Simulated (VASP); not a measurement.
Input of a VASP 6.6.1 run:

The input INCAR:

```
SYSTEM = Na
  ALGO = Fast
  EDIFF = 1E-7
  ENCUT = 520
  GGA = CA
  ISIF = 2
  ISMEAR = 0
  LASPH = .True.
  LCHARG = .False.
  LREAL = .False.
  LWAVE = .False.
  NBANDS = 10
  NELM = 80
  PREC = Accurate
  SIGMA = 0.15
```

KPOINTS

```
k-points
0
Gamma
  18 18 18
  0 0 0
```

File POSCAR:

```
Na
1.0
   -1.8865730051      1.8865730051      2.6676142292
    1.8865730051     -1.8865730051      2.6676142292
    1.8865730051      1.8865730051     -2.6676142292
Na
1
Direct
    0.0000000000      0.0000000000      0.0000000000
```

Potentials or basis: VASP PAW LDA potentials, release 64 (Na_pv).

The run is started by

```bash
$ cat potpaw_LDA.64/Na_pv/POTCAR > POTCAR
$ mpirun -np 1 vasp_std > vasp.out
```

**Question.** Predict the pressure.

**Answer.** -0.9 GPa.
